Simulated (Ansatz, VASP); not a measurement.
**One calculation of Sr, two programs**

```
Sr
1.0
    -2.40050    2.40050    2.40050
     2.40050   -2.40050    2.40050
     2.40050    2.40050   -2.40050
Sr
1
Direct
  0.00000 0.00000 0.00000
```

Change from the starting cell: volume scaled by 0.97.

Alike in both runs: task single point; functional PBE; k mesh 12 × 12 × 12; occupations fermi-dirac, width 0.05 eV; no spin polarisation.

```csv
,VASP,Ansatz
version,VASP 6.6.1,Ansatz 0.2.0
potentials or method,"VASP PAW PBE potentials, release 64 (Sr_sv), cutoff 520 eV","all-electron LAPW, scalar-relativistic"
```

```tsv
	VASP	Ansatz	Ansatz less VASP
pressure (GPa)	-0.3	-0.3	0.00
```

Ansatz ran all-electron here, and VASP with PAW potentials.
